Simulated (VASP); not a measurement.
The system is Fe.

```
CELL_PARAMETERS angstrom
-1.45743 1.45743 1.44300
1.45743 -1.45743 1.44300
1.45743 1.45743 -1.44300
ATOMIC_POSITIONS crystal
Fe 0.00000 0.00000 0.00000
```

Base run:

| Quantity | Value |
| --- | --- |
| Program | VASP 6.6.1 |
| Functional | PBEsol |
| Potentials or basis | VASP PAW PBE potentials, release 64 (Fe) |
| Cutoff | 520 eV |
| k mesh | 11 × 11 × 11 |
| Occupations | fermi-dirac, width 0.05 eV |
| Spin | collinear spin, ferromagnetic start |
| Starting moments | [3.0] μB |

Its results: pressure -19.8 GPa; net moment 2.33 μB per cell; site moments Fe +2.33 μB.

**Question.** The run is repeated on the same cell with these changes: functional from PBEsol to PBE; further incar settings from ALGO = Normal; EDIFF = 1e-06; NBANDS = 14 to ALGO = Normal; EDIFF = 1e-07; NBANDS = 14. What comes out?

**Answer.** Pressure -11.7 GPa; net moment 2.33 μB per cell; site moments Fe +2.34 μB.

Caveats: the PAW data sets were made with another functional, which shifts forces and pressure a little (some runs).
